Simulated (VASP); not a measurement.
A run of VASP 6.6.1 is set up as follows.

File POSCAR:

```
TiC
1.0
    0.0000000000      2.1785902100      2.1785902100
    2.1785902100      0.0000000000      2.1785902100
    2.1785902100      2.1785902100      0.0000000000
Ti C
1 1
Direct
    0.0000000000      0.0000000000      0.0000000000
    0.5000000000      0.5000000000      0.5000000000
```

The input INCAR.step1:

```
ALGO = Normal
EDIFF = 1E-4
ENCUT = 520
GGA = PE
ISMEAR = -1
LASPH = T
LCHARG = F
LREAL = F
LWAVE = T
NBANDS = 15
NELM = 100
PREC = Accurate
SIGMA = 0.1
```

INCAR.step2

```
ALGO = Normal
EDIFF = 1E-6
ENCUT = 520
ISIF = 2
ISMEAR = -1
ISTART = 1
LASPH = T
LCHARG = T
LELF = T
LMIXTAU = T
LREAL = F
LVHAR = T
LWAVE = F
METAGGA = R2SCAN
NBANDS = 15
NELM = 100
PREC = Accurate
SIGMA = 0.1
```

The input KPOINTS:

```
k-points
0
Gamma
  13 13 13
```

Potentials or basis: VASP PAW PBE potentials, release 64 (Ti_sv, C).

Command:

```bash
$ cat potpaw_PBE.64/Ti_sv/POTCAR potpaw_PBE.64/C/POTCAR > POTCAR
$ cp INCAR.step1 INCAR
$ mpirun -np 1 vasp_std > vasp.out
$ cp INCAR.step2 INCAR
$ mpirun -np 1 vasp_std > vasp.out
```

(1) Predict the pressure.

(2) What does it give for the band gap on the k mesh?

Answers

(1) -4.2 GPa.

(2) zero (band 8 reaches 10.14 eV, above the bottom of band 9 at 8.83 eV).

Caveat: the PAW data sets were made with another functional, which shifts forces and pressure a little.
